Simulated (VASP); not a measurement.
A run of VASP 6.6.1 is set up as follows.

The input INCAR:

```
PREC = Accurate
ENCUT = 520
EDIFF = 1E-6
ISMEAR = 0
SIGMA = 0.05
LREAL = False
LASPH = True
NELM = 60
ALGO = Normal
ISIF = 2
LWAVE = False
LCHARG = True
GGA = PE
LELF = True
LVHAR = True
NBANDS = 16
```

File KPOINTS:

```
regular mesh
0
Gamma
  8 8 8
```

The input POSCAR:

```
GaP
1.0
    0.0000000000      2.9432700000      2.8342600000
    2.9432700000      0.0000000000      2.8342600000
    2.9432700000      2.9432700000      0.0000000000
Ga P
1 1
Direct
    0.0000000000      0.0000000000      0.0000000000
    0.7500000000      0.7500000000      0.7500000000
```

Potentials or basis: VASP PAW PBE potentials, release 64 (Ga_d, P).

Launch:

```console
$ cat potpaw_PBE.64/Ga_d/POTCAR potpaw_PBE.64/P/POTCAR > POTCAR
$ mpirun -np 1 vasp_std > vasp.out
```

Problem. Predict the pressure.

Solution. -8.6 GPa.

Problem. Estimate the band gap on the k mesh.

Solution. 0.19 eV.

Stress tensor (GPa, compression positive):
```
-9.37  0.00  0.00
 0.00 -9.37  0.00
 0.00  0.00 -7.00
```

Caveat: the cell differs from its parent crystal (strain +0.080 along x and y, +0.040 along z); the cell stands under tension.
